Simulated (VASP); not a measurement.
# Sc4Mo (P6/mmm) in VASP: notebook

Runs on Sc4Mo. Level: PBE. Tasks: single point, relaxation of cell and atoms.

Everything below comes from runs of VASP 6.6.1. Logs are shortened: lines on timing, memory, paths and dates and some standing lists are left out, and cuts for length are marked.

## (1) The cell of the first run

It takes space group P6/mmm (No. 191, hexagonal). The conventional cell has a = 4.911 Å, b = 4.911 Å, c = 5.346 Å, α = 90.00°, β = 90.00°, γ = 120.00°. Sc (site symmetry -6m2) has 5 Sc at 2.67 to 2.84 Å and 3 Mo at 2.84 Å within 3.5 Å. Within 3.5 Å of Sc (site symmetry -6m2) lie 5 Sc at 2.67 to 2.84 Å. Within 3.7 Å of Mo (site symmetry 6/mmm) lie 6 Sc at 2.84 Å.

The cell was built from a structure type or drawn by symmetry, and may not be a known phase.

## (2) Single point, PBE

INCAR reads:

```
SYSTEM = Sc4Mo
  PREC = Accurate
  ENCUT = 520
  EDIFF = 1E-6
  ISMEAR = 0
  SIGMA = 0.1
  LREAL = .False.
  LASPH = .True.
  NELM = 100
  ALGO = Normal
  ISIF = 2
  LWAVE = .False.
  LCHARG = .True.
  GGA = PE
  LELF = .True.
  LVHAR = .True.
  NBANDS = 37
```

KPOINTS reads:

```
regular mesh
0
Gamma
  6 6 4
  0 0 0
```

POSCAR reads:

```
Sc4Mo
1.0
    4.9112951100      0.0000000000      0.0000000000
   -2.4556475600      4.2533063300      0.0000000000
    0.0000000000      0.0000000000      5.3462781500
Sc Mo
4 1
Direct
    0.3333333300      0.6666666700      0.5000000000
    0.6666666700      0.3333333300      0.5000000000
    0.3333333300      0.6666666700      0.0000000000
    0.6666666700      0.3333333300      0.0000000000
    0.0000000000      0.0000000000      0.5000000000
```

Potentials or basis: VASP PAW PBE potentials, release 64 (Sc_sv, Mo_sv).

Command:

```sh
$ cat potpaw_PBE.64/Sc_sv/POTCAR potpaw_PBE.64/Mo_sv/POTCAR > POTCAR
$ mpirun -np 1 vasp_std > vasp.out
```

OUTCAR:

```text
SYSTEM = Sc4Mo
   PREC = Accurate
   ENCUT = 520
   EDIFF = 1E-6
   ISMEAR = 0
   LREAL = .False.
   LASPH = .True.
   NELM = 100
   ISIF = 2
   GGA = PE

 ion  position               nearest neighbor table
   1  0.333  0.667  0.500-   3 2.67   3 2.67   2 2.84   2 2.84   5 2.84   5 2.84   5 2.84   2 2.84

   2  0.667  0.333  0.500-   4 2.67   4 2.67   1 2.84   1 2.84   5 2.84   5 2.84   5 2.84   1 2.84

   3  0.333  0.667  0.000-   1 2.67   1 2.67   4 2.84   4 2.84   4 2.84
   4  0.667  0.333  0.000-   2 2.67   2 2.67   3 2.84   3 2.84   3 2.84
   5  0.000  0.000  0.500-   1 2.84   2 2.84   2 2.84   1 2.84   2 2.84   1 2.84

  LATTYP: Found a hexagonal cell.
 ALAT       =     4.9112951100
 C/A-ratio  =     1.0885678890

  Lattice vectors:

 A1 = (   4.9112951100,   0.0000000000,   0.0000000000)
 A2 = (  -2.4556475600,   4.2533063300,   0.0000000000)
 A3 = (   0.0000000000,   0.0000000000,   5.3462781500)

Analysis of symmetry for initial positions (statically):
=====================================================================
 Subroutine PRICEL returns:
 Original cell was already a primitive cell.

 Routine SETGRP: Setting up the symmetry group for a
 hexagonal supercell.

 Subroutine GETGRP returns: Found 24 space group operations
 (whereof 24 operations were pure point group operations)
 out of a pool of 24 trial point group operations.

The static configuration has the point symmetry D_6h.

Analysis of symmetry for dynamics (positions and initial velocities):
=====================================================================
 Subroutine PRICEL returns:
 Original cell was already a primitive cell.

 Routine SETGRP: Setting up the symmetry group for a
 hexagonal supercell.

 Subroutine GETGRP returns: Found 24 space group operations
 (whereof 24 operations were pure point group operations)
 out of a pool of 24 trial point group operations.

The dynamic configuration has the point symmetry D_6h.

 Subroutine INISYM returns: Found 24 space group operations
 (whereof 24 operations are pure point group operations),
 and found     1 'primitive' translations

----------------------------------------------------------------------------------------

                                     Primitive cell

  volume of cell :     111.6797

  direct lattice vectors                    reciprocal lattice vectors
     4.911295110  0.000000000  0.000000000     0.203612281  0.117555606  0.000000000
    -2.455647560  4.253306330  0.000000000     0.000000000  0.235111211  0.000000000
     0.000000000  0.000000000  5.346278150     0.000000000  0.000000000  0.187046011

  length of vectors
     4.911295110  4.911295112  5.346278150     0.235111211  0.235111211  0.187046011

  position of ions in fractional coordinates (direct lattice)
     0.333333330  0.666666670  0.500000000
     0.666666670  0.333333330  0.500000000
     0.333333330  0.666666670  0.000000000
     0.666666670  0.333333330  0.000000000
     0.000000000  0.000000000  0.500000000

  ion indices of the primitive-cell ions
   primitive index   ion index
                 1           1
                 2           2
                 3           3
                 4           4
                 5           5

----------------------------------------------------------------------------------------

 KPOINTS: regular mesh

Automatic generation of k-mesh.
 Grid dimensions read from file:
 generate k-points for:    6    6    4

 Generating k-lattice:

  Cartesian coordinates                     Fractional coordinates (reciprocal lattice)
     0.033935380  0.019592601  0.000000000     0.166666667  0.000000000  0.000000000
     0.000000000  0.039185202  0.000000000     0.000000000  0.166666667  0.000000000
     0.000000000  0.000000000  0.046761503     0.000000000  0.000000000  0.250000000

  Length of vectors
     0.039185202  0.039185202  0.046761503

  Shift w.r.t. Gamma in fractional coordinates (k-lattice)
     0.000000000  0.000000000  0.000000000

 Subroutine IBZKPT returns following result:
 ===========================================

 Found     21 irreducible k-points:

 Following reciprocal coordinates:
            Coordinates               Weight
  0.000000  0.000000  0.000000      1.000000
  0.166667  0.000000  0.000000      6.000000
  0.333333  0.000000  0.000000      6.000000
  0.500000  0.000000  0.000000      3.000000
  0.166667  0.166667  0.000000      6.000000
  0.333333  0.166667  0.000000     12.000000
[... 13 lines left out ...]
  0.333333  0.166667  0.500000     12.000000
  0.333333  0.333333  0.500000      2.000000
   k-points           NKPTS =     21   k-points in BZ     NKDIM =     21   number of bands    NBANDS=     37
   number of dos      NEDOS =    301   number of ions     NIONS =      5
   total plane-waves  NPLWV =  64000
   dimension x,y,z NGX =    40 NGY =   40 NGZ =   40
   dimension x,y,z NGXF=    80 NGYF=   80 NGZF=   80
   ions per type =               4   1
[... 38 lines left out ...]
   LHFCALC =     F    Hartree Fock is set to
   AEXX    =    0.0000 exact exchange contribution
   IVDW    =     0    specifies the selected vdW correction
   LEPSILON=     F    determine dielectric tensor
   LRPA    =     F    only Hartree local field effects (RPA)
 non-spin polarized calculation
 Gauss-broadening in eV      SIGMA  =   0.10
  energy-cutoff  :      520.00
  volume of cell :      111.68
 maximum number of plane-waves:      3036
 NGX is ok and might be reduce to    40
   NGX = 19   NGY = 19   NGZ = 19

 number of electron      58.0000010 magnetization

 Free energy of the ion-electron system (eV)
  ---------------------------------------------------
  ext. energy  EPLUGINS =         0.00000000
  ---------------------------------------------------
  free energy    TOTEN  =       -31.10844697 eV

  energy without entropy =      -31.06926200  energy(sigma->0) =      -31.08885448

 E-fermi :   4.7357     XC(G=0): -10.3723

 val. band max:        4.7283176226   @ k =   0.5000   0.0000   0.5000
 cond. band min:       4.7440634476   @ k =   0.1667   0.1667   0.2500
 fundamental gap:      0.0157458251
 Fermi energy:         4.7356718165

 k-point     1 :       0.0000    0.0000    0.0000
  band No.  band energies     occupation
      1     -55.5663      2.00000
      2     -44.9313      2.00000
      3     -44.7806      2.00000
      4     -43.9594      2.00000
      5     -43.8062      2.00000
      6     -29.7811      2.00000
[... 29 lines left out ...]
     36       6.6394      0.00000
     37       6.7857      0.00000

 k-point     2 :       0.1667    0.0000    0.0000
  band No.  band energies     occupation
      1     -55.5662      2.00000
      2     -44.9225      2.00000
      3     -44.7896      2.00000
      4     -43.9509      2.00000
      5     -43.8154      2.00000
      6     -29.7809      2.00000
[... 29 lines left out ...]
     36       6.2489      0.00000
     37       6.5971      0.00000

 k-point     3 :       0.3333    0.0000    0.0000
  band No.  band energies     occupation
      1     -55.5660      2.00000
      2     -44.8997      2.00000
      3     -44.8127      2.00000
      4     -43.9286      2.00000
      5     -43.8392      2.00000
      6     -29.7806      2.00000
[... 29 lines left out ...]
     36       6.0398      0.00000
     37       6.2380      0.00000

 k-point     4 :       0.5000    0.0000    0.0000
  band No.  band energies     occupation
      1     -55.5659      2.00000
      2     -44.8815      2.00000
      3     -44.8312      2.00000
      4     -43.9106      2.00000
      5     -43.8580      2.00000
      6     -29.7804      2.00000
[... 29 lines left out ...]
     36       6.2172      0.00000
     37       6.4651      0.00000
[... 563 lines left out ...]
      1     -55.5661      2.00000
      2     -44.8981      2.00000
      3     -44.7982      2.00000
      4     -43.9455      2.00000
      5     -43.8418      2.00000
      6     -29.7809      2.00000
[... 29 lines left out ...]
     36       6.6116      0.00000
     37       6.9391      0.00000

 k-point    20 :       0.3333    0.1667    0.5000
  band No.  band energies     occupation
      1     -55.5660      2.00000
      2     -44.8733      2.00000
      3     -44.8233      2.00000
      4     -43.9204      2.00000
      5     -43.8680      2.00000
      6     -29.7807      2.00000
[... 29 lines left out ...]
     36       6.5797      0.00000
     37       6.9785      0.00000

 k-point    21 :       0.3333    0.3333    0.5000
  band No.  band energies     occupation
      1     -55.5659      2.00000
      2     -44.8483      2.00000
      3     -44.8483      2.00000
      4     -43.8944      2.00000
      5     -43.8944      2.00000
      6     -29.7806      2.00000
[... 29 lines left out ...]
     36       6.9464      0.00000
     37       6.9464      0.00000

------------------------ aborting loop because EDIFF is reached ----------------------------------------

  FORCE on cell =-STRESS in cart. coord.  units (eV):
  Direction    XX          YY          ZZ          XY          YZ          ZX
  --------------------------------------------------------------------------------------
  -------------------------------------------------------------------------------------
  Total        0.2734072      0.2734072      6.5869124     -0.0000000      0.0000000      0.0000000
  in kB        3.9223492      3.9223492     94.4970442     -0.0000000      0.0000000      0.0000000
  external PRESSURE =      34.1139142 kB  Pullay stress =       0.0000000 kB

 VOLUME and BASIS-vectors are now :
 -----------------------------------------------------------------------------
  energy-cutoff  :      520.00
  volume of cell :      111.68
      direct lattice vectors                 reciprocal lattice vectors
     4.911295110  0.000000000  0.000000000     0.203612281  0.117555606  0.000000000
    -2.455647560  4.253306330  0.000000000     0.000000000  0.235111211  0.000000000
     0.000000000  0.000000000  5.346278150     0.000000000  0.000000000  0.187046011

 POSITION                                       TOTAL-FORCE (eV/Angst)
 -----------------------------------------------------------------------------------
     -0.00000      2.83554      2.67314         0.000000     -0.000000      0.000000
      2.45565      1.41777      2.67314        -0.000000      0.000000     -0.000000
     -0.00000      2.83554      0.00000        -0.000000      0.000000     -0.000000
      2.45565      1.41777      0.00000         0.000000      0.000000      0.000000
      0.00000      0.00000      2.67314         0.000000      0.000000     -0.000000
 -----------------------------------------------------------------------------------
    total drift:                                0.000000     -0.000000      0.000000

  FREE ENERGIE OF THE ION-ELECTRON SYSTEM (eV)
  ---------------------------------------------------
  free  energy   TOTEN  =       -31.1084469663 eV

  energy  without entropy=      -31.0692620022  energy(sigma->0) =      -31.08885448
```

Wall time 78 s (1 thread of Intel Xeon 6975P-C (Granite Rapids), shared host); peak memory 0.27 GiB.

What came out:

```yaml
Free_energy: -31.1084 eV
Pressure: 3.4 GPa
Band_gap_on_the_k_mesh: zero (bands 29 and 30 overlap by 0.25 eV)
```

Caveat: the cell stands under pressure.

## (3) Single point, PBE

This run uses another cell than the first one, of 23.72 Å³/atom.

INCAR reads:

```
  ALGO = Normal
  EDIFF = 1E-6
  ENCUT = 520
  GGA = PE
  ISIF = 2
  ISMEAR = 0
  LASPH = T
  LCHARG = T
  LELF = T
  LREAL = F
  LVHAR = T
  LWAVE = F
  NBANDS = 37
  NELM = 80
  PREC = Accurate
  SIGMA = 0.1
```

KPOINTS reads:

```
k-points
0
Gamma
  6 6 4
```

POSCAR reads:

```
Sc4Mo
1.0
    4.8955828362      0.0000000029      0.0000000000
   -2.4477914206      4.2396991011      0.0000000000
    0.0000000000      0.0000000000      5.7133919645
Sc Mo
4 1
Direct
    0.3333333333      0.6666666667      0.5000000000
    0.6666666667      0.3333333333      0.5000000000
    0.3333333333      0.6666666667      0.0000000000
    0.6666666667      0.3333333333      0.0000000000
    0.0000000000      0.0000000000      0.5000000000
```

Potentials or basis: VASP PAW PBE potentials, release 64 (Sc_sv, Mo_sv).

Command:

```sh
$ cat potpaw_PBE.64/Sc_sv/POTCAR potpaw_PBE.64/Mo_sv/POTCAR > POTCAR
$ mpirun -np 1 vasp_std > vasp.out
```

It took 65 s on 1 thread of Intel Xeon 6975P-C (Granite Rapids), shared host; peak memory 0.26 GiB.

Results (log left out):

```yaml
Free_energy: -31.3374 eV
Pressure: 0.4 GPa
Band_gap_on_the_k_mesh: zero (bands 29 and 30 overlap by 0.39 eV)
```

Levels at points of the mesh, in eV from the Fermi level:
```
           k point  band 25  band 26  band 27  band 28  band 29  band 30  band 31  band 32  band 33  band 34
(0.00, 0.00, 0.00)    -0.54    -0.54    -0.49    -0.49    -0.42    -0.06     0.22     0.22     0.34     1.02
(0.50, 0.00, 0.00)    -1.28    -1.23    -0.69    -0.65    -0.18     0.15     0.21     0.46     0.66     1.08
(0.00, 0.00, 0.50)    -0.70    -0.70    -0.60     0.23     0.23     0.36     0.71     0.71     0.96     0.96
(0.50, 0.00, 0.50)    -1.51    -1.31    -0.70    -0.30    -0.29    -0.13     0.31     0.59     0.86     1.25
```

## (4) Relaxation of cell and atoms, PBE

INCAR reads:

```
  PREC = Accurate
  ENCUT = 600
  EDIFF = 1E-6
  ISMEAR = 0
  SIGMA = 0.1
  LREAL = F
  LASPH = T
  NELM = 100
  ALGO = Fast
  ISIF = 3
  LWAVE = F
  LCHARG = F
  GGA = PE
  IBRION = 2
  NSW = 90
  EDIFFG = -0.04
```

KPOINTS reads:

```
regular mesh
0
Gamma
  6 6 4
```

POSCAR reads:

```
Sc4Mo
1.0
    4.9112951100      0.0000000000      0.0000000000
   -2.4556475600      4.2533063300      0.0000000000
    0.0000000000      0.0000000000      5.3462781500
Sc Mo
4 1
Direct
    0.3333333300      0.6666666700      0.5000000000
    0.6666666700      0.3333333300      0.5000000000
    0.3333333300      0.6666666700      0.0000000000
    0.6666666700      0.3333333300      0.0000000000
    0.0000000000      0.0000000000      0.5000000000
```

Command:

```sh
$ cat potpaw_PBE.64/Sc_sv/POTCAR potpaw_PBE.64/Mo_sv/POTCAR > POTCAR
$ mpirun -np 1 vasp_std > vasp.out
```

It took 9.3 min on 1 thread of Intel Xeon 6975P-C (Granite Rapids), shared host; peak memory 0.33 GiB.

The run converged. Its results:

| Quantity | Value |
| --- | --- |
| Free energy | -31.3369 eV |
| Relaxed volume | 23.83 Å³/atom |
| Relaxed cell | a = 4.902 Å, b = 4.902 Å, c = 5.725 Å, α = 90.00°, β = 90.00°, γ = 120.00° |
| Space group after relaxing (to 0.1 Å) | P6/mmm (No. 191) |
| Energy gained by relaxing | 45.5 meV/atom |
| Ionic steps | 5 |
| Pressure after relaxing | 0.2 GPa |
| Band gap on the k mesh | zero (bands 29 and 30 overlap by 0.39 eV) |

Stress tensor (GPa, compression positive):
```
0.19 0.00 0.00
0.00 0.19 0.00
0.00 0.00 0.11
```

The path:
| step | energy change (eV) | largest force (eV/Å) | pressure (GPa) | volume (Å³) |
| --- | --- | --- | --- | --- |
| 1 | 0.0000 | 0.0000 | 3.45 | 111.68 |
| 2 | -0.2234 | 0.0000 | -0.12 | 119.49 |
| 3 | -0.2255 | 0.0000 | -0.45 | 120.38 |
| 4 | -0.2254 | 0.0000 | -0.38 | 120.21 |
| 5 | -0.2275 | 0.0000 | 0.17 | 119.14 |

Final structure:
```xyz
5
Lattice="4.9018 0.0000 0.0000 -2.4509 4.2451 0.0000 0.0000 0.0000 5.7254" Properties=species:S:1:pos:R:3 pbc="T T T"
Sc    0.0000    2.8301    2.8627
Sc    2.4509    1.4150    2.8627
Sc    0.0000    2.8301    5.7254
Sc    2.4509    1.4150    5.7254
Mo    0.0000    0.0000    2.8627
```

Levels at points of the mesh, in eV from the Fermi level:
| k point | band 27 | band 28 | band 29 | band 30 | band 31 | band 32 |
| --- | --- | --- | --- | --- | --- | --- |
| (0.00, 0.00, 0.00) | -0.49 | -0.49 | -0.41 | -0.07 | 0.23 | 0.23 |
| (0.50, 0.00, 0.00) | -0.69 | -0.65 | -0.18 | 0.15 | 0.21 | 0.46 |
| (0.00, 0.00, 0.50) | -0.60 | 0.23 | 0.23 | 0.35 | 0.70 | 0.70 |
| (0.50, 0.00, 0.50) | -0.69 | -0.29 | -0.29 | -0.13 | 0.31 | 0.58 |

## (5) Single point, PBE, collinear spin

This run uses another cell than the first one, of 23.72 Å³/atom.

INCAR reads:

```
SYSTEM = Sc4Mo
  PREC = Accurate
  ENCUT = 520
  EDIFF = 1E-6
  ISMEAR = 0
  SIGMA = 0.1
  LREAL = .False.
  LASPH = .True.
  NELM = 150
  ALGO = Normal
  ISIF = 2
  LWAVE = .False.
  LCHARG = .False.
  ISPIN = 2
  MAGMOM = 1 1 1 1 1
  LORBIT = 11
  LMAXMIX = 4
  GGA = PE
  NBANDS = 41
```

KPOINTS reads:

```
regular mesh
0
Gamma
  6 6 4
  0 0 0
```

POSCAR reads:

```
Sc4Mo
1.0
    4.8955828362      0.0000000000      0.0000000000
   -2.4477914181      4.2396991025      0.0000000000
    0.0000000000      0.0000000000      5.7133919645
Sc Mo
4 1
Direct
    0.3333333333      0.6666666667      0.5000000000
    0.6666666667      0.3333333333      0.5000000000
    0.3333333333      0.6666666667      0.0000000000
    0.6666666667      0.3333333333      0.0000000000
    0.0000000000      0.0000000000      0.5000000000
```

Command:

```sh
$ cat potpaw_PBE.64/Sc_sv/POTCAR potpaw_PBE.64/Mo_sv/POTCAR > POTCAR
$ mpirun -np 1 vasp_std > vasp.out
```

Wall time 4 min (1 thread of Intel Xeon 6975P-C (Granite Rapids), shared host); peak memory 0.35 GiB.

The run converged. Its results:

- Free energy: -31.3374 eV
- Pressure: 0.4 GPa
- Band gap on the k mesh: zero (filled and empty bands overlap)
- Net moment: 0.00 μB per cell
- Valence electrons inside the program's atomic spheres: Sc 9.68, 9.46 (each value once); Mo 12.34

Levels at points of the mesh, in eV from the Fermi level:
Spin up:
```
           k point  band 25  band 26  band 27  band 28  band 29  band 30  band 31  band 32  band 33  band 34
(0.00, 0.00, 0.00)    -0.54    -0.54    -0.49    -0.49    -0.42    -0.06     0.22     0.22     0.34     1.02
(0.50, 0.00, 0.00)    -1.28    -1.23    -0.69    -0.65    -0.18     0.15     0.21     0.46     0.66     1.08
(0.00, 0.00, 0.50)    -0.70    -0.70    -0.60     0.23     0.23     0.36     0.71     0.71     0.96     0.96
(0.50, 0.00, 0.50)    -1.51    -1.31    -0.70    -0.30    -0.29    -0.13     0.31     0.59     0.86     1.25
```
Spin down:
| k point | band 25 | band 26 | band 27 | band 28 | band 29 | band 30 | band 31 | band 32 | band 33 | band 34 |
| --- | --- | --- | --- | --- | --- | --- | --- | --- | --- | --- |
| (0.00, 0.00, 0.00) | -0.54 | -0.54 | -0.49 | -0.49 | -0.42 | -0.06 | 0.22 | 0.22 | 0.34 | 1.02 |
| (0.50, 0.00, 0.00) | -1.28 | -1.23 | -0.69 | -0.65 | -0.18 | 0.15 | 0.21 | 0.46 | 0.66 | 1.08 |
| (0.00, 0.00, 0.50) | -0.70 | -0.70 | -0.60 | 0.23 | 0.23 | 0.36 | 0.71 | 0.71 | 0.96 | 0.96 |
| (0.50, 0.00, 0.50) | -1.51 | -1.31 | -0.70 | -0.30 | -0.29 | -0.13 | 0.31 | 0.59 | 0.86 | 1.25 |

## (6) Summary

```csv
task,spin,cell,cutoff (eV),gap on the mesh (eV),pressure (GPa)
single point,off,"a = 4.911, b = 4.911, c = 5.346 Å, angles 90.0, 90.0, 120.0°, 5 atoms",520,none,3.4
single point,off,"a = 4.896, b = 4.896, c = 5.713 Å, angles 90.0, 90.0, 120.0°, 5 atoms",520,none,0.4
relaxation of cell and atoms,off,"relaxed from a = 4.911, b = 4.911, c = 5.346 Å, angles 90.0, 90.0, 120.0°, 5 atoms",600,none,0.2
single point,collinear,"a = 4.896, b = 4.896, c = 5.713 Å, angles 90.0, 90.0, 120.0°, 5 atoms",520,none,0.4
```

Alike in all rows: level PBE; potentials or basis VASP PAW PBE potentials, release 64 (Sc_sv, Mo_sv); k mesh 6 × 6 × 4; smearing gaussian 0.1 eV.

Caveats: the cell stands under pressure (at least some runs).

Absolute energies hang on the potentials; compare differences alone.
